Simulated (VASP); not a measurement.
**TiC: single point with PBEsol**

TiC:

```
CELL_PARAMETERS angstrom
0.00000 2.03935 2.09302
2.03935 0.00000 2.09302
2.03935 2.03935 0.00000
ATOMIC_POSITIONS crystal
Ti 0.00000 0.00000 0.00000
C 0.50000 0.50000 0.50000
```

This cell differs from its parent crystal: strain -0.050 along x and y, -0.025 along z.

```json
{
  "Program": "VASP 6.6.1",
  "Task": "single point",
  "Functional": "PBEsol",
  "Potentials or basis": "VASP PAW PBE potentials, release 64 (Ti_sv, C)",
  "Cutoff": "520 eV",
  "k mesh": "24 × 24 × 24",
  "Occupations": "gaussian, width 0.15 eV",
  "Spin": "no spin polarisation"
}
```

The pressure is 44.5 GPa. The band gap on the k mesh is zero (bands 8 and 9 overlap by 1.29 eV).

Stress tensor (GPa, compression positive):
```
50.63  0.00  0.00
 0.00 50.63  0.00
 0.00  0.00 32.36
```

Levels at points of the mesh, in eV from the Fermi level:
```tsv
k point	band 6	band 7	band 8	band 9	band 10	band 11
(0.00, 0.00, 0.00)	0.52	0.77	0.77	1.79	1.92	1.96
(0.50, 0.00, 0.00)	-6.62	-3.49	-3.42	3.49	3.63	5.06
(0.50, 0.50, 0.00)	-3.70	-2.18	0.29	0.29	3.32	4.32
(0.50, 0.00, 0.50)	-3.35	-2.22	0.02	0.11	3.33	4.23
```

Wall time 3.5 min on 1 thread of Intel Xeon 8259CL, with other jobs on the host, peak memory 0.39 GiB.

Caveat: the cell differs from its parent crystal (strain -0.050 along x and y, -0.025 along z); the stress differs along the axes, from 32 to 51 GPa; the PAW data sets were made with another functional, which shifts forces and pressure a little.
